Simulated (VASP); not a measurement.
Se, 1 atom in the cell. It takes space group Im-3m (No. 229, cubic). Conventional cell: a = 2.885 Å, b = 2.885 Å, c = 2.885 Å, α = 90.00°, β = 90.00°, γ = 90.00°. Within 3.3 Å of Se (site symmetry m-3m) lie 14 Se at 2.50 to 2.89 Å. 

* Program: VASP 6.6.1
* Task: single point
* Functional: r2SCAN
* Dispersion: rVV10
* Potentials or basis: VASP PAW PBE potentials, release 64 (Se)
* Cutoff: 520 eV
* k mesh: 18 × 18 × 18
* Occupations: gaussian, width 0.1 eV
* Spin: no spin polarisation
* Dipole correction: no
* Further INCAR settings: ALGO = Normal; EDIFF = 1e-06; NBANDS = 9

Potentials or basis: VASP PAW PBE potentials, release 64 (Se).

Launch:

```bash
$ cat potpaw_PBE.64/Se/POTCAR > POTCAR
$ cp INCAR.step1 INCAR
$ mpirun -np 1 vasp_std > vasp.out
$ cp INCAR.step2 INCAR
$ mpirun -np 1 vasp_std > vasp.out
```

Hardware: 1 thread of Intel(R) Xeon(R) Platinum 8488C (Sapphire Rapids), with other jobs on the host.

How long does it take, and how much memory?

Run time: 54 s on 1 thread of Intel(R) Xeon(R) Platinum 8488C (Sapphire Rapids), with other jobs on the host, peak memory 0.19 GiB. Counts: k points 195.
